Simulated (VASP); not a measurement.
# Cd (Fm-3m) in VASP: further runs

The runs below take Cd through single point, relaxation of cell and atoms, with PBE.

Program: VASP 6.6.1. These are calculated values, not measurements. Logs are shortened: lines on timing, memory, paths and dates and some standing lists are left out, and cuts for length are marked.

## Step 1: The cell of the first run

It takes space group Fm-3m (No. 225, cubic). The conventional cell has a = 4.128 Å, b = 4.128 Å, c = 4.128 Å, α = 90.00°, β = 90.00°, γ = 90.00°. Cd (site symmetry m-3m) has 12 Cd at 2.92 Å within 3.8 Å.

## Step 2: Single point, PBE

Input file INCAR:

```
SYSTEM = Cd
PREC = Accurate
ENCUT = 520
EDIFF = 1E-6
ISMEAR = 0
SIGMA = 0.1
LREAL = .False.
LASPH = .True.
NELM = 100
ALGO = Normal
ISIF = 2
LWAVE = .False.
LCHARG = .False.
GGA = PE
NBANDS = 12
```

Input file KPOINTS:

```
regular mesh
0
Gamma
  8 8 8
  0 0 0
```

Input file POSCAR:

```
Cd
1.0
    0.0000000000      2.0639845402      2.0639845402
    2.0639845402      0.0000000000      2.0639845402
    2.0639845402      2.0639845402      0.0000000000
Cd
1
Direct
    0.0000000000      0.0000000000      0.0000000000
```

Potentials or basis: VASP PAW PBE potentials, release 64 (Cd).

The run is started by

```sh
> cat potpaw_PBE.64/Cd/POTCAR > POTCAR
> mpirun -np 1 vasp_std > vasp.out
```

OUTCAR:

```text
SYSTEM = Cd
   PREC = Accurate
   ENCUT = 520
   EDIFF = 1E-6
   ISMEAR = 0
   LREAL = .False.
   LASPH = .True.
   NELM = 100
   ISIF = 2
   GGA = PE

 ion  position               nearest neighbor table
   1  0.000  0.000  0.000-

  LATTYP: Found a face centered cubic cell.
 ALAT       =     4.1279690804

  Lattice vectors:

 A1 = (   0.0000000000,   2.0639845402,   2.0639845402)
 A2 = (   2.0639845402,   0.0000000000,   2.0639845402)
 A3 = (   2.0639845402,   2.0639845402,   0.0000000000)

Analysis of symmetry for initial positions (statically):
=====================================================================
 Subroutine PRICEL returns:
 Original cell was already a primitive cell.

 Routine SETGRP: Setting up the symmetry group for a
 face centered cubic supercell.

 Subroutine GETGRP returns: Found 48 space group operations
 (whereof 48 operations were pure point group operations)
 out of a pool of 48 trial point group operations.

The static configuration has the point symmetry O_h .

Analysis of symmetry for dynamics (positions and initial velocities):
=====================================================================
 Subroutine PRICEL returns:
 Original cell was already a primitive cell.

 Routine SETGRP: Setting up the symmetry group for a
 face centered cubic supercell.

 Subroutine GETGRP returns: Found 48 space group operations
 (whereof 48 operations were pure point group operations)
 out of a pool of 48 trial point group operations.

The dynamic configuration has the point symmetry O_h .

 Subroutine INISYM returns: Found 48 space group operations
 (whereof 48 operations are pure point group operations),
 and found     1 'primitive' translations

----------------------------------------------------------------------------------------

                                     Primitive cell

  volume of cell :      17.5853

  direct lattice vectors                    reciprocal lattice vectors
     0.000000000  2.063984540  2.063984540    -0.242249877  0.242249877  0.242249877
     2.063984540  0.000000000  2.063984540     0.242249877 -0.242249877  0.242249877
     2.063984540  2.063984540  0.000000000     0.242249877  0.242249877 -0.242249877

  length of vectors
     2.918914929  2.918914929  2.918914929     0.419589094  0.419589094  0.419589094

  position of ions in fractional coordinates (direct lattice)
     0.000000000  0.000000000  0.000000000

  ion indices of the primitive-cell ions
   primitive index   ion index
                 1           1

----------------------------------------------------------------------------------------

 KPOINTS: regular mesh

Automatic generation of k-mesh.
 Grid dimensions read from file:
 generate k-points for:    8    8    8

 Generating k-lattice:

  Cartesian coordinates                     Fractional coordinates (reciprocal lattice)
    -0.030281235  0.030281235  0.030281235     0.125000000  0.000000000  0.000000000
     0.030281235 -0.030281235  0.030281235     0.000000000  0.125000000  0.000000000
     0.030281235  0.030281235 -0.030281235     0.000000000  0.000000000  0.125000000

  Length of vectors
     0.052448637  0.052448637  0.052448637

  Shift w.r.t. Gamma in fractional coordinates (k-lattice)
     0.000000000  0.000000000  0.000000000

 Subroutine IBZKPT returns following result:
 ===========================================

 Found     29 irreducible k-points:

 Following reciprocal coordinates:
            Coordinates               Weight
  0.000000  0.000000  0.000000      1.000000
  0.125000  0.000000  0.000000      8.000000
  0.250000  0.000000  0.000000      8.000000
  0.375000  0.000000  0.000000      8.000000
  0.500000  0.000000  0.000000      4.000000
  0.125000  0.125000  0.000000      6.000000
[... 16 lines left out ...]
  0.500000  0.250000  0.125000     48.000000
 -0.375000  0.250000  0.125000     24.000000
 [... further k-points ...]
   k-points           NKPTS =     29   k-points in BZ     NKDIM =     29   number of bands    NBANDS=     12
   number of dos      NEDOS =    301   number of ions     NIONS =      1
   total plane-waves  NPLWV =  13824
   dimension x,y,z NGX =    24 NGY =   24 NGZ =   24
   dimension x,y,z NGXF=    48 NGYF=   48 NGZF=   48
   ions per type =               1
   NGX,Y,Z   is equivalent  to a cutoff of  13.67, 13.67, 13.67 a.u.
   NGXF,Y,Z  is equivalent  to a cutoff of  27.34, 27.34, 27.34 a.u.
 SYSTEM =  Cd
   PREC   = accura    normal or accurate (medium, high low for compatibility)
   ISTART =      0    job   : 0-new  1-cont  2-samecut
   ICHARG =      2    charge: 1-file 2-atom 10-const
   ISPIN  =      1    spin polarized calculation?
   LNONCOLLINEAR =      F non collinear calculations
   LSORBIT =      F    spin-orbit coupling
   LASPH  =      T    aspherical Exc in radial PAW
   ENCUT  =  520.0 eV  38.22 Ry    6.18 a.u.   5.43  5.43  5.43*2*pi/ulx,y,z
   NELM   =    100;   NELMIN=  2; NELMDL= -5     # of ELM steps
   EDIFF  = 0.1E-05   stopping-criterion for ELM
   LREAL  =      F    real-space projection
[... 7 lines left out ...]
   TEBEG  =    0.0;   TEEND  =   0.0 temperature during run
   PSTRESS=    0.0 pullay stress
   NELECT =      12.0000    total number of electrons
   NUPDOWN=      -1.0000    fix difference up-down
   EMIN   =  10.00;   EMAX   =-10.00  energy-range for DOS
   EFERMI =   0.00;   METHOD = LEGACY
   ISMEAR =     0;   SIGMA  =   0.10  broadening in eV -4-tet -1-fermi 0-gaus
   EFERMI_NEDOS =   21; number of points for ismear=-14 and -15
   IALGO  =     38    algorithm
   IMIX   =      4    mixing-type and parameters
     AMIX     =   0.40;   BMIX     =  1.00
     AMIX_MAG =   1.60;   BMIX_MAG =  1.00
  volume/ion in A,a.u.               =      17.59       118.67
  Fermi-wavevector in a.u.,A,eV,Ry     =   1.441293  2.723648 28.263712  2.077324
  Thomas-Fermi vector in A             =   2.559941
   LORBIT       =      0    0 simple, 1 ext, 2 COOP (PROOUT), +10 PAW based schemes
   GGA     = PE    functional components
   LHFCALC =     F    Hartree Fock is set to
   AEXX    =    0.0000 exact exchange contribution
   IVDW    =     0    specifies the selected vdW correction
   LEPSILON=     F    determine dielectric tensor
   LRPA    =     F    only Hartree local field effects (RPA)
 non-spin polarized calculation
 Gauss-broadening in eV      SIGMA  =   0.10
  energy-cutoff  :      520.00
  volume of cell :       17.59
 maximum number of plane-waves:       489
 NGX is ok and might be reduce to    24
   NGX = 11   NGY = 11   NGZ = 11

 number of electron      11.9999999 magnetization

 Free energy of the ion-electron system (eV)
  ---------------------------------------------------
  ext. energy  EPLUGINS =         0.00000000
  ---------------------------------------------------
  free energy    TOTEN  =        -0.43466355 eV

  energy without entropy =       -0.43156357  energy(sigma->0) =       -0.43311356

 E-fermi :   4.3872     XC(G=0): -12.1841

 val. band max:        4.3635515408   @ k =  -0.3750   0.2500   0.1250
 cond. band min:       4.6345641492   @ k =   0.5000   0.1250   0.0000
 fundamental gap:      0.2710126085
 Fermi energy:         4.3872219109

 k-point     1 :       0.0000    0.0000    0.0000
  band No.  band energies     occupation
      1      -5.9551      2.00000
      2      -5.2666      2.00000
      3      -5.2666      2.00000
      4      -5.2666      2.00000
      5      -4.5495      2.00000
      6      -4.5495      2.00000
      7      19.2230      0.00000
      8      21.7092      0.00000
      9      21.7092      0.00000
     10      21.7092      0.00000
     11      25.6667      0.00000
     12      25.6667      0.00000

 k-point     2 :       0.1250    0.0000    0.0000
  band No.  band energies     occupation
      1      -5.6217      2.00000
      2      -5.1858      2.00000
      3      -5.1792      2.00000
      4      -5.1792      2.00000
      5      -4.5666      2.00000
      6      -4.5666      2.00000
      7      17.1461      0.00000
      8      19.8402      0.00000
      9      21.2801      0.00000
     10      21.2801      0.00000
     11      25.2507      0.00000
     12      26.2584      0.00000

 k-point     3 :       0.2500    0.0000    0.0000
  band No.  band energies     occupation
      1      -5.7767      2.00000
      2      -5.1161      2.00000
      3      -5.1161      2.00000
      4      -4.4416      2.00000
      5      -4.4416      2.00000
      6      -3.7290      2.00000
      7      11.9439      0.00000
      8      19.4184      0.00000
      9      20.4579      0.00000
     10      20.4579      0.00000
     11      24.9862      0.00000
     12      25.1259      0.00000
[... 286 lines left out ...]
 k-point    23 :       0.5000    0.2500    0.1250
  band No.  band energies     occupation
      1      -5.7004      2.00000
      2      -5.3925      2.00000
      3      -5.0030      2.00000
      4      -4.6229      2.00000
      5      -4.1482      2.00000
      6       0.4013      2.00000
      7       8.1002      0.00000
      8      12.6921      0.00000
      9      15.1380      0.00000
     10      20.8739      0.00000
     11      24.1528      0.00000
     12      27.0410      0.00000

 k-point    24 :      -0.3750    0.2500    0.1250
  band No.  band energies     occupation
      1      -5.7202      2.00000
      2      -5.4986      2.00000
      3      -4.8033      2.00000
      4      -4.7550      2.00000
      5      -4.0225      2.00000
      6       3.3571      2.00000
      7       4.3636      1.26219
      8      13.2559      0.00000
      9      13.6621      0.00000
     10      20.4956      0.00000
     11      24.3984      0.00000
     12      29.6039      0.00000

 [... further k-points ...]

------------------------ aborting loop because EDIFF is reached ----------------------------------------

  FORCE on cell =-STRESS in cart. coord.  units (eV):
  Direction    XX          YY          ZZ          XY          YZ          ZX
  --------------------------------------------------------------------------------------
  -------------------------------------------------------------------------------------
  Total        2.5629955      2.5629955      2.5629955      0.0000000      0.0000000     -0.0000000
  in kB      233.5119477    233.5119477    233.5119477      0.0000000      0.0000000     -0.0000000
  external PRESSURE =     233.5119477 kB  Pullay stress =       0.0000000 kB

 VOLUME and BASIS-vectors are now :
 -----------------------------------------------------------------------------
  energy-cutoff  :      520.00
  volume of cell :       17.59
      direct lattice vectors                 reciprocal lattice vectors
     0.000000000  2.063984540  2.063984540    -0.242249877  0.242249877  0.242249877
     2.063984540  0.000000000  2.063984540     0.242249877 -0.242249877  0.242249877
     2.063984540  2.063984540  0.000000000     0.242249877  0.242249877 -0.242249877

 POSITION                                       TOTAL-FORCE (eV/Angst)
 -----------------------------------------------------------------------------------
      0.00000      0.00000      0.00000         0.000000      0.000000      0.000000
 -----------------------------------------------------------------------------------
    total drift:                                0.000000     -0.000000      0.000000

  FREE ENERGIE OF THE ION-ELECTRON SYSTEM (eV)
  ---------------------------------------------------
  free  energy   TOTEN  =        -0.4346635473 eV

  energy  without entropy=       -0.4315635666  energy(sigma->0) =       -0.43311356
```

Run time: 3.6 s. Hardware: 1 thread of Intel Xeon 6975P-C (Granite Rapids), shared host; peak memory 0.13 GiB.

Results:

```yaml
Free_energy: -0.4347 eV
Pressure: 23.4 GPa
Band_gap_on_the_k_mesh: zero (band 6 reaches 6.87 eV, above the bottom of band 7 at 3.73 eV)
```

Levels at points of the mesh, in eV from the Fermi level:
```
           k point  band 2  band 3  band 4  band 5  band 6  band 7  band 8  band 9  band 10  band 11
(0.00, 0.00, 0.00)   -9.65   -9.65   -9.65   -8.94   -8.94   14.84   17.32   17.32    17.32    21.28
(0.50, 0.00, 0.00)   -9.65   -9.65   -8.36   -8.36   -3.05   -0.66   13.87   14.86    14.86    18.91
(0.50, 0.50, 0.00)  -10.63   -8.39   -8.22   -8.22   -1.19    2.53    7.80    7.80    12.95    13.41
```

## Step 3: Single point, PBE

This run uses another cell than the first one, of 22.84 Å³/atom, 1.299 times its volume.

Input file INCAR:

```
SYSTEM = Cd
  ALGO = Normal
  EDIFF = 1E-7
  ENCUT = 520
  GGA = PE
  ISIF = 2
  ISMEAR = 0
  LASPH = .TRUE.
  LCHARG = .FALSE.
  LREAL = .FALSE.
  LWAVE = .FALSE.
  NBANDS = 12
  NELM = 80
  PREC = Accurate
  SIGMA = 0.1
```

Input file KPOINTS:

```
k-points
0
G
  8 8 8
  0 0 0
```

Input file POSCAR:

```
Cd
1.0
    0.0000000000      2.2519868079      2.2519868079
    2.2519868079      0.0000000000      2.2519868079
    2.2519868079      2.2519868079      0.0000000000
Cd
1
Direct
    0.0000000000      0.0000000000      0.0000000000
```

Potentials or basis: VASP PAW PBE potentials, release 64 (Cd).

The run is started by

```sh
> cat potpaw_PBE.64/Cd/POTCAR > POTCAR
> mpirun -np 1 vasp_std > vasp.out
```

Wall time 3.3 s (1 thread of Intel Xeon 6975P-C (Granite Rapids), shared host); peak memory 0.13 GiB.

The run converged. Its results:

| Item | Value |
| --- | --- |
| Free energy | -0.7373 eV |
| Pressure | 0.3 GPa |
| Band gap on the k mesh | zero (band 6 reaches 4.38 eV, above the bottom of band 7 at 1.13 eV) |

Levels at points of the mesh, in eV from the Fermi level:
| k point | band 2 | band 3 | band 4 | band 5 | band 6 | band 7 | band 8 | band 9 | band 10 | band 11 |
| --- | --- | --- | --- | --- | --- | --- | --- | --- | --- | --- |
| (0.00, 0.00, 0.00) | -8.71 | -8.71 | -8.29 | -8.29 | -8.14 | 14.05 | 14.82 | 14.82 | 14.82 | 18.12 |
| (0.50, 0.00, 0.00) | -8.70 | -8.70 | -7.96 | -7.96 | -1.83 | -1.08 | 12.45 | 12.45 | 13.17 | 16.28 |
| (0.50, 0.50, 0.00) | -9.21 | -7.98 | -7.87 | -7.87 | -0.37 | 1.53 | 6.95 | 6.95 | 11.04 | 11.06 |

## Step 4: Relaxation of cell and atoms, PBE

Input file INCAR:

```
PREC     = Accurate       # precision mode
ENCUT    = 600            # plane-wave cutoff, eV
EDIFF    = 1E-7           # SCF threshold, eV
ISMEAR   = 0              # smearing method
SIGMA    = 0.1            # smearing width, eV
LREAL    = F              # projectors in reciprocal space
LASPH    = T              # aspherical terms in the spheres
NELM     = 60             # most SCF steps
ALGO     = Normal         # electronic algorithm
ISIF     = 3              # what is computed and relaxed
LWAVE    = F              # write WAVECAR
LCHARG   = F              # write CHGCAR
GGA      = PE             # functional
IBRION   = 2              # ionic algorithm
NSW      = 80             # ionic steps
EDIFFG   = -0.05          # ionic threshold
```

Input file KPOINTS:

```
regular mesh
0
Gamma
  8 8 8
```

Input file POSCAR:

```
Cd
1.0
    0.0000000000      2.0639845402      2.0639845402
    2.0639845402      0.0000000000      2.0639845402
    2.0639845402      2.0639845402      0.0000000000
Cd
1
Direct
    0.0000000000      0.0000000000      0.0000000000
```

The run is started by

```sh
> cat potpaw_PBE.64/Cd/POTCAR > POTCAR
> mpirun -np 1 vasp_std > vasp.out
```

It took 8.1 s on 1 thread of Intel Xeon 6975P-C (Granite Rapids), shared host; peak memory 0.14 GiB.

It converged, with:

| Quantity | Value |
| --- | --- |
| Free energy | -0.7351 eV |
| Relaxed volume | 22.87 Å³/atom |
| Relaxed cell | a = 3.186 Å, b = 3.186 Å, c = 3.186 Å, α = 60.00°, β = 60.00°, γ = 60.00° |
| Space group after relaxing (to 0.05 Å) | Fm-3m (No. 225) |
| Energy gained by relaxing | 300.7 meV/atom |
| Ionic steps | 3 |
| Pressure after relaxing | 0.3 GPa |
| Band gap on the k mesh | zero (band 6 reaches 4.36 eV, above the bottom of band 7 at 1.12 eV) |

Step by step:
| step | energy change (eV) | largest force (eV/Å) | pressure (GPa) | volume (Å³) |
| --- | --- | --- | --- | --- |
| 1 | 0.0000 | 0.0000 | 23.21 | 17.59 |
| 2 | -0.2834 | 0.0000 | -2.73 | 24.90 |
| 3 | -0.3007 | 0.0000 | 0.26 | 22.87 |

Final structure:
```
CELL_PARAMETERS angstrom
0.00000 2.25292 2.25292
2.25292 0.00000 2.25292
2.25292 2.25292 0.00000
ATOMIC_POSITIONS crystal
Cd 0.00000 0.00000 0.00000
```

Levels at points of the mesh, in eV from the Fermi level:
| k point | band 3 | band 4 | band 5 | band 6 | band 7 | band 8 | band 9 | band 10 |
| --- | --- | --- | --- | --- | --- | --- | --- | --- |
| (0.00, 0.00, 0.00) | -8.70 | -8.29 | -8.29 | -8.13 | 14.04 | 14.80 | 14.80 | 14.80 |
| (0.50, 0.00, 0.00) | -8.70 | -7.95 | -7.95 | -1.82 | -1.08 | 12.44 | 12.44 | 13.16 |
| (0.50, 0.50, 0.00) | -7.98 | -7.87 | -7.87 | -0.37 | 1.53 | 6.95 | 6.95 | 11.05 |

Caveat: the volume moved by over 15 % at a fixed basis, so the end points are rough.

## Step 5: Overview

```tsv
task	cell	cutoff (eV)	gap on the mesh (eV)	pressure (GPa)
single point	a = 2.919 Å, angles 60.0°, 1 atom	520	none	23.4
single point	a = 3.185 Å, angles 60.0°, 1 atom	520	none	0.3
relaxation of cell and atoms	relaxed from a = 2.919 Å, angles 60.0°, 1 atom	600	none	0.3
```

Alike in all rows: level PBE; potentials or basis VASP PAW PBE potentials, release 64 (Cd); no spin polarisation; k mesh 8 × 8 × 8; smearing gaussian 0.1 eV.

Caveats: the volume moved by over 15 % at a fixed basis, so the end points are rough (some runs).

Absolute energies hang on the potentials; compare differences alone.
